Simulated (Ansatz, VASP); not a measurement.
# P3C in VASP and in Ansatz

```
P C
1.0
     8.29197    0.00000    0.00000
    -4.14599    7.18106    0.00000
     0.00000    0.00000    3.48107
P C
6 2
Direct
  0.24635 0.49270 0.25000
  0.50730 0.75365 0.25000
  0.24635 0.75365 0.25000
  0.75365 0.50730 0.75000
  0.49270 0.24635 0.75000
  0.75365 0.24635 0.75000
  0.33333 0.66667 0.75000
  0.66667 0.33333 0.25000
```

Change from the starting cell: species swapped into the ScAu3 type (P6_3/mmc, No. 194).

Alike in both runs: functional PBE; k mesh 6 × 6 × 12; occupations gaussian, width 0.1 eV; no spin polarisation.

Ansatz relaxed the structure, and its values are those at the end. VASP's run is a single point on that final structure, the one shown.

|  | VASP | Ansatz |
| --- | --- | --- |
| version | VASP 6.6.1 | Ansatz 0.2.0 |
| potentials or method | VASP PAW PBE potentials, release 64 (P, C), cutoff 600 eV | scalar-relativistic, plane waves, PAW |
| valence electrons in the cell | 38 | 38 |

```tsv
	VASP	Ansatz	Ansatz less VASP
gap on the k mesh at the Fermi level (eV)	none	none	-
pressure (GPa)	-0.3	0.0	+0.30
rms of the force components (eV/Å)	0.066	0.002	-0.0636
```

A gap of «none» marks a metal or a gap that the smearing closes.
